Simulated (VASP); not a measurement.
# LiF (P6_3mc) in VASP: a series of runs

LiF is run at these levels: LDA; tasks: single point.

Program: VASP 6.6.1. These are calculated values, not measurements. Logs are shortened: lines on timing, memory, paths and dates and some standing lists are left out, and cuts for length are marked.

### Step 1. The cell of the first run

The structure is hexagonal, space group P6_3mc (No. 186). The conventional cell has a = 2.953 Å, b = 2.953 Å, c = 4.904 Å, α = 90.00°, β = 90.00°, γ = 120.00°. Li (site symmetry 3m) has 4 F at 1.74 to 2.11 Å within 2.3 Å. F (site symmetry 3m) has 4 Li at 1.74 to 2.11 Å within 2.3 Å.

### Step 2. Single point, LDA (c/a of the conventional cell at fixed volume 1.6606)

Contents of INCAR:

```
PREC = Accurate
ENCUT = 520
EDIFF = 1E-7
ISMEAR = 0
SIGMA = 0.05
LREAL = F
LASPH = T
NELM = 80
ALGO = Normal
ISIF = 2
LWAVE = F
LCHARG = T
LELF = T
LVHAR = T
NBANDS = 18
```

Contents of KPOINTS:

```
regular mesh
0
Gamma
  9 9 6
```

Contents of POSCAR:

```
LiF
1.0
    2.9533413869      0.0000000000      0.0000000000
   -1.4766706934      2.5576686671      0.0000000000
    0.0000000000      0.0000000000      4.9043187070
Li F
2 2
Direct
    0.3333333333      0.6666666667      0.4214111656
    0.6666666667      0.3333333333      0.9214111656
    0.3333333333      0.6666666667      0.9910195924
    0.6666666667      0.3333333333      0.4910195924
```

Potentials or basis: VASP PAW LDA potentials, release 64 (Li_sv, F).

On the command line:

```
cat potpaw_LDA.64/Li_sv/POTCAR potpaw_LDA.64/F/POTCAR > POTCAR
mpirun -np 1 vasp_std > vasp.out
```

OUTCAR:

```text
PREC = Accurate
   ENCUT = 520
   EDIFF = 1E-7
   ISMEAR = 0
   LREAL = F
   LASPH = T
   NELM = 80
   ISIF = 2

 ion  position               nearest neighbor table
   1  0.333  0.667  0.421-   4 1.74   4 1.74   4 1.74   3 2.11
   2  0.667  0.333  0.921-   3 1.74   3 1.74   3 1.74   4 2.11
   3  0.333  0.667  0.991-   2 1.74   2 1.74   2 1.74   1 2.11
   4  0.667  0.333  0.491-   1 1.74   1 1.74   1 1.74   2 2.11

  LATTYP: Found a hexagonal cell.
 ALAT       =     2.9533413869
 C/A-ratio  =     1.6606000000

  Lattice vectors:

 A1 = (   2.9533413869,   0.0000000000,   0.0000000000)
 A2 = (  -1.4766706934,   2.5576686671,   0.0000000000)
 A3 = (   0.0000000000,   0.0000000000,   4.9043187070)

Analysis of symmetry for initial positions (statically):
=====================================================================
 Subroutine PRICEL returns:
 Original cell was already a primitive cell.

 Routine SETGRP: Setting up the symmetry group for a
 hexagonal supercell.

 Subroutine GETGRP returns: Found 12 space group operations
 (whereof  6 operations were pure point group operations)
 out of a pool of 24 trial point group operations.

The static configuration has the point symmetry C_3v.
 The point group associated with its full space group is C_6v.

Analysis of symmetry for dynamics (positions and initial velocities):
=====================================================================
 Subroutine PRICEL returns:
 Original cell was already a primitive cell.

 Routine SETGRP: Setting up the symmetry group for a
 hexagonal supercell.

 Subroutine GETGRP returns: Found 12 space group operations
 (whereof  6 operations were pure point group operations)
 out of a pool of 24 trial point group operations.

The dynamic configuration has the point symmetry C_3v.
 The point group associated with its full space group is C_6v.

 Subroutine INISYM returns: Found 12 space group operations
 (whereof  6 operations are pure point group operations),
 and found     1 'primitive' translations

----------------------------------------------------------------------------------------

                                     Primitive cell

  volume of cell :      37.0456

  direct lattice vectors                    reciprocal lattice vectors
     2.953341387  0.000000000  0.000000000     0.338599528  0.195490529  0.000000000
    -1.476670693  2.557668667  0.000000000     0.000000000  0.390981057  0.000000000
     0.000000000  0.000000000  4.904318707     0.000000000  0.000000000  0.203901920

  length of vectors
     2.953341387  2.953341387  4.904318707     0.390981057  0.390981057  0.203901920

  position of ions in fractional coordinates (direct lattice)
     0.333333333  0.666666667  0.421411166
     0.666666667  0.333333333  0.921411166
     0.333333333  0.666666667  0.991019592
     0.666666667  0.333333333  0.491019592

  ion indices of the primitive-cell ions
   primitive index   ion index
                 1           1
                 2           2
                 3           3
                 4           4

----------------------------------------------------------------------------------------

 KPOINTS: regular mesh

Automatic generation of k-mesh.
 Grid dimensions read from file:
 generate k-points for:    9    9    6

 Generating k-lattice:

  Cartesian coordinates                     Fractional coordinates (reciprocal lattice)
     0.037622170  0.021721170  0.000000000     0.111111111 -0.000000000  0.000000000
     0.000000000  0.043442340  0.000000000     0.000000000  0.111111111  0.000000000
     0.000000000  0.000000000  0.033983653     0.000000000  0.000000000  0.166666667

  Length of vectors
     0.043442340  0.043442340  0.033983653

  Shift w.r.t. Gamma in fractional coordinates (k-lattice)
     0.000000000  0.000000000  0.000000000

 Subroutine IBZKPT returns following result:
 ===========================================

 Found     48 irreducible k-points:

 Following reciprocal coordinates:
            Coordinates               Weight
  0.000000  0.000000  0.000000      1.000000
  0.111111  0.000000  0.000000      6.000000
  0.222222 -0.000000  0.000000      6.000000
  0.333333  0.000000  0.000000      6.000000
  0.444444 -0.000000  0.000000      6.000000
  0.111111  0.111111  0.000000      6.000000
[... 16 lines left out ...]
  0.333333  0.222222  0.166667     24.000000
  0.333333  0.333333  0.166667      4.000000
 [... further k-points ...]
   k-points           NKPTS =     48   k-points in BZ     NKDIM =     48   number of bands    NBANDS=     18
   number of dos      NEDOS =    301   number of ions     NIONS =      4
   total plane-waves  NPLWV =  20736
   dimension x,y,z NGX =    24 NGY =   24 NGZ =   36
   dimension x,y,z NGXF=    48 NGYF=   48 NGZF=   72
   ions per type =               2   2
   NGX,Y,Z   is equivalent  to a cutoff of  13.51, 13.51, 12.20 a.u.
   NGXF,Y,Z  is equivalent  to a cutoff of  27.02, 27.02, 24.41 a.u.
 SYSTEM =  unknown system
   PREC   = accura    normal or accurate (medium, high low for compatibility)
   ISTART =      0    job   : 0-new  1-cont  2-samecut
   ICHARG =      2    charge: 1-file 2-atom 10-const
   ISPIN  =      1    spin polarized calculation?
   LNONCOLLINEAR =      F non collinear calculations
   LSORBIT =      F    spin-orbit coupling
   LASPH  =      T    aspherical Exc in radial PAW
   ENCUT  =  520.0 eV  38.22 Ry    6.18 a.u.   5.49  5.49  9.12*2*pi/ulx,y,z
   NELM   =     80;   NELMIN=  2; NELMDL= -5     # of ELM steps
   EDIFF  = 0.1E-06   stopping-criterion for ELM
   LREAL  =      F    real-space projection
   EDIFFG = 0.1E-05   stopping-criterion for IOM
   NSW    =      0    number of steps for IOM
   IBRION =     -1    ionic relax: 0-MD 1-quasi-New 2-CG
   NFREE  =      0    steps in history (QN), initial steepest desc. (CG)
   ISIF   =      2    stress and relaxation
   ISYM   =      2    0-nonsym 1-usesym 2-fastsym
   POTIM  = 0.5000    time-step for ionic-motion
   TEBEG  =    0.0;   TEEND  =   0.0 temperature during run
   PSTRESS=    0.0 pullay stress
   NELECT =      20.0000    total number of electrons
   NUPDOWN=      -1.0000    fix difference up-down
   EMIN   =  10.00;   EMAX   =-10.00  energy-range for DOS
   EFERMI =   0.00;   METHOD = LEGACY
   ISMEAR =     0;   SIGMA  =   0.05  broadening in eV -4-tet -1-fermi 0-gaus
   EFERMI_NEDOS =   21; number of points for ismear=-14 and -15
   IALGO  =     38    algorithm
   IMIX   =      4    mixing-type and parameters
     AMIX     =   0.40;   BMIX     =  1.00
     AMIX_MAG =   1.60;   BMIX_MAG =  1.00
  volume/ion in A,a.u.               =       9.26        62.50
  Fermi-wavevector in a.u.,A,eV,Ry     =   1.333028  2.519058 24.177060  1.776964
  Thomas-Fermi vector in A             =   2.461918
   LORBIT       =      0    0 simple, 1 ext, 2 COOP (PROOUT), +10 PAW based schemes
   GGA     = CA    functional components
   LHFCALC =     F    Hartree Fock is set to
   AEXX    =    0.0000 exact exchange contribution
   IVDW    =     0    specifies the selected vdW correction
   LEPSILON=     F    determine dielectric tensor
   LRPA    =     F    only Hartree local field effects (RPA)
 non-spin polarized calculation
 Gauss-broadening in eV      SIGMA  =   0.05
  energy-cutoff  :      520.00
  volume of cell :       37.05
 maximum number of plane-waves:      1020
 NGX is ok and might be reduce to    24
   NGX = 11   NGY = 11   NGZ = 19

 number of electron      20.0000013 magnetization

 Free energy of the ion-electron system (eV)
  ---------------------------------------------------
  ext. energy  EPLUGINS =         0.00000000
  ---------------------------------------------------
  free energy    TOTEN  =       -20.61428997 eV

  energy without entropy =      -20.61428997  energy(sigma->0) =      -20.61428997

 E-fermi :  -2.0941     XC(G=0):  -9.8499

 val. band max:       -2.3612708415   @ k =   0.0000   0.0000   0.0000
 cond. band min:       5.3527907916   @ k =   0.0000   0.0000   0.0000
 fundamental gap:      7.7140616331
 Fermi energy:        -2.0940719643

 k-point     1 :       0.0000    0.0000    0.0000
  band No.  band energies     occupation
      1     -41.5427      2.00000
      2     -41.4966      2.00000
      3     -21.5665      2.00000
      4     -21.2479      2.00000
      5      -5.0437      2.00000
      6      -2.9954      2.00000
[... 10 lines left out ...]
     17      17.6268      0.00000
     18      17.6268      0.00000

 k-point     2 :       0.1111    0.0000    0.0000
  band No.  band energies     occupation
      1     -41.5353      2.00000
      2     -41.4917      2.00000
      3     -21.5561      2.00000
      4     -21.2552      2.00000
      5      -4.9435      2.00000
      6      -3.1402      2.00000
[... 10 lines left out ...]
     17      17.9493      0.00000
     18      17.9555      0.00000

 k-point     3 :       0.2222   -0.0000    0.0000
  band No.  band energies     occupation
      1     -41.5159      2.00000
      2     -41.4795      2.00000
      3     -21.5258      2.00000
      4     -21.2746      2.00000
      5      -4.6744      2.00000
      6      -3.5603      2.00000
[... 10 lines left out ...]
     17      18.0409      0.00000
     18      18.5035      0.00000

 k-point     4 :       0.3333    0.0000    0.0000
  band No.  band energies     occupation
      1     -41.4930      2.00000
      2     -41.4668      2.00000
      3     -21.4826      2.00000
      4     -21.3048      2.00000
      5      -4.4330      2.00000
      6      -3.9142      2.00000
[... 10 lines left out ...]
     17      17.9722      0.00000
     18      18.4309      0.00000

 k-point     5 :       0.4444   -0.0000    0.0000
  band No.  band energies     occupation
      1     -41.4764      2.00000
      2     -41.4599      2.00000
      3     -21.4403      2.00000
      4     -21.3372      2.00000
      5      -4.5710      2.00000
      6      -3.8588      2.00000
[... 10 lines left out ...]
     17      18.1063      0.00000
     18      18.1236      0.00000

 k-point     6 :       0.1111    0.1111    0.0000
  band No.  band energies     occupation
      1     -41.5219      2.00000
      2     -41.4832      2.00000
      3     -21.5356      2.00000
      4     -21.2682      2.00000
      5      -4.7556      2.00000
      6      -3.4518      2.00000
[... 10 lines left out ...]
     17      18.3292      0.00000
     18      18.5229      0.00000

 k-point     7 :       0.2222    0.1111    0.0000
  band No.  band energies     occupation
      1     -41.5006      2.00000
      2     -41.4708      2.00000
      3     -21.4984      2.00000
      4     -21.2928      2.00000
      5      -4.4484      2.00000
      6      -3.9739      2.00000
[... 10 lines left out ...]
     17      17.8445      0.00000
     18      18.6974      0.00000

 k-point     8 :       0.3333    0.1111    0.0000
  band No.  band energies     occupation
      1     -41.4806      2.00000
      2     -41.4612      2.00000
      3     -21.4533      2.00000
      4     -21.3251      2.00000
      5      -4.5251      2.00000
      6      -3.9918      2.00000
[... 10 lines left out ...]
     17      17.0742      0.00000
     18      18.7806      0.00000
[... 229 lines left out ...]
     17      17.8255      0.00000
     18      18.5518      0.00000

 k-point    20 :       0.3333    0.1111    0.1667
  band No.  band energies     occupation
      1     -41.4793      2.00000
      2     -41.4625      2.00000
      3     -21.4456      2.00000
      4     -21.3347      2.00000
      5      -4.5092      2.00000
      6      -4.0272      2.00000
[... 10 lines left out ...]
     17      17.2696      0.00000
     18      18.6140      0.00000

 k-point    21 :       0.4444    0.1111    0.1667
  band No.  band energies     occupation
      1     -41.4706      2.00000
      2     -41.4594      2.00000
      3     -21.4212      2.00000
      4     -21.3532      2.00000
      5      -4.6581      2.00000
      6      -3.9967      2.00000
[... 10 lines left out ...]
     17      16.8961      0.00000
     18      18.6235      0.00000

 k-point    22 :       0.2222    0.2222    0.1667
  band No.  band energies     occupation
      1     -41.4808      2.00000
      2     -41.4632      2.00000
      3     -21.4499      2.00000
      4     -21.3301      2.00000
      5      -4.4557      2.00000
      6      -4.1504      2.00000
[... 10 lines left out ...]
     17      16.9997      0.00000
     18      19.3212      0.00000

 k-point    23 :       0.3333    0.2222    0.1667
  band No.  band energies     occupation
      1     -41.4675      2.00000
      2     -41.4586      2.00000
      3     -21.4137      2.00000
      4     -21.3563      2.00000
      5      -4.7559      2.00000
      6      -4.0325      2.00000
[... 10 lines left out ...]
     17      16.2868      0.00000
     18      19.2243      0.00000

 k-point    24 :       0.3333    0.3333    0.1667
  band No.  band energies     occupation
      1     -41.4599      2.00000
      2     -41.4599      2.00000
      3     -21.3827      2.00000
      4     -21.3827      2.00000
      5      -4.8758      2.00000
      6      -4.0397      2.00000
[... 10 lines left out ...]
     17      15.9586      0.00000
     18      19.5987      0.00000

 [... further k-points ...]
[... 5 lines left out ...]
  --------------------------------------------------------------------------------------
  -------------------------------------------------------------------------------------
  Total        1.7397253      1.7397253     -1.3886570      0.0000000      0.0000000      0.0000000
  in kB       75.2410125     75.2410125    -60.0577346      0.0000000      0.0000000      0.0000000
  external PRESSURE =      30.1414302 kB  Pullay stress =       0.0000000 kB

 VOLUME and BASIS-vectors are now :
 -----------------------------------------------------------------------------
  energy-cutoff  :      520.00
  volume of cell :       37.05
      direct lattice vectors                 reciprocal lattice vectors
     2.953341387  0.000000000  0.000000000     0.338599528  0.195490529  0.000000000
    -1.476670693  2.557668667  0.000000000     0.000000000  0.390981057  0.000000000
     0.000000000  0.000000000  4.904318707     0.000000000  0.000000000  0.203901920

 POSITION                                       TOTAL-FORCE (eV/Angst)
 -----------------------------------------------------------------------------------
     -0.00000      1.70511      2.06673         0.000000     -0.000000     -0.454402
      1.47667      0.85256      4.51889         0.000000      0.000000     -0.454402
     -0.00000      1.70511      4.86028        -0.000000     -0.000000      0.454402
      1.47667      0.85256      2.40812         0.000000      0.000000      0.454402
 -----------------------------------------------------------------------------------
    total drift:                                0.000000      0.000001     -0.000634

  FREE ENERGIE OF THE ION-ELECTRON SYSTEM (eV)
  ---------------------------------------------------
  free  energy   TOTEN  =       -20.6142899722 eV

  energy  without entropy=      -20.6142899722  energy(sigma->0) =      -20.61428997
```

It took 13 s on 1 thread of AMD EPYC 9R45 (Zen 5), shared host; peak memory 0.12 GiB.

Results:

* Free energy: -20.6143 eV
* Largest force: 0.454 eV/Å
* Band gap on the k mesh: 7.71 eV, direct

Forces on the atoms (eV/Å):
```
Li   0.000  0.000 -0.454
Li   0.000  0.000 -0.454
F    0.000  0.000  0.454
F    0.000  0.000  0.454
```

Caveat: the cutoff is under 1.25 times the usual one of these potentials, so pressure, stress and relaxed cells hold a basis-set (Pulay) error. A k mesh can miss the band edges.

### Step 3. Single point, LDA (c/a of the conventional cell at fixed volume 1.5622)

Contents of INCAR:

```
PREC = Accurate ; ENCUT = 520
EDIFF = 1E-6 ; ISMEAR = 0
SIGMA = 0.05 ; LREAL = False
LASPH = True ; NELM = 100
ALGO = Normal ; ISIF = 2
LWAVE = False ; LCHARG = True
GGA = CA ; LELF = True
LVHAR = True ; NBANDS = 18
```

KPOINTS is that of step 2.

Contents of POSCAR:

```
LiF
1.0
    3.0140916337      0.0000000000      0.0000000000
   -1.5070458168      2.6102799241      0.0000000000
    0.0000000000      0.0000000000      4.7086139501
Li F
2 2
Direct
    0.3333333333      0.6666666667      0.3652620286
    0.6666666667      0.3333333333      0.8652620286
    0.3333333333      0.6666666667      0.9910195924
    0.6666666667      0.3333333333      0.4910195924
```

Potentials or basis: VASP PAW LDA potentials, release 64 (Li_sv, F).

On the command line:

```
cat potpaw_LDA.64/Li_sv/POTCAR potpaw_LDA.64/F/POTCAR > POTCAR
mpirun -np 1 vasp_std > vasp.out
```

It took 12 s on 1 thread of AMD EPYC 9R45 (Zen 5), shared host; peak memory 0.12 GiB.

It converged, with:

```yaml
Free_energy: -20.7899 eV
Largest_force: 0.310 eV/Å
Band_gap_on_the_k_mesh: 7.94 eV, direct
```

Forces on the atoms (eV/Å):
```
Li   0.000  0.000  0.310
Li   0.000  0.000  0.310
F    0.000  0.000 -0.310
F    0.000  0.000 -0.310
```

Levels at points of the mesh, in eV from the valence-band top:
```tsv
k point	band 6	band 7	band 8	band 9	band 10	band 11	band 12	band 13	band 14	band 15
(0.00, 0.00, 0.00)	-0.43	-0.43	-0.06	-0.06	0.00	7.94	12.24	15.68	18.71	18.71
(0.00, 0.00, 0.50)	-1.21	-0.25	-0.25	-0.25	-0.25	9.62	9.62	18.03	18.03	19.01
```

Caveat: the cutoff is under 1.25 times the usual one of these potentials, so pressure, stress and relaxed cells hold a basis-set (Pulay) error.
